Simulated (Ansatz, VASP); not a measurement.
**Ge: VASP beside Ansatz**

```
Ge
1.0
    -1.68520    1.68520    1.68520
     1.68520   -1.68520    1.68520
     1.68520    1.68520   -1.68520
Ge
1
Direct
  0.00000 0.00000 0.00000
```

Alike in both runs: functional PBE; k mesh 20 × 20 × 20; occupations fermi-dirac, width 0.03 eV; no spin polarisation.

Ansatz relaxed the structure, and its values are those at the end. VASP's run is a single point on that final structure, the one shown.

|  | VASP | Ansatz |
| --- | --- | --- |
| version | VASP 6.6.1 | Ansatz 0.2.0 |
| potentials or method | VASP PAW PBE potentials, release 64 (Ge_d) | PAW with Ansatz's default frozen-core files, scalar-relativistic |
| plane-wave cutoff (eV) | 520 | 420 |
| valence electrons in the cell | 14 | 14 |

```csv
,VASP,Ansatz,Ansatz less VASP
pressure (GPa),0.0,0.0,-0.03
```
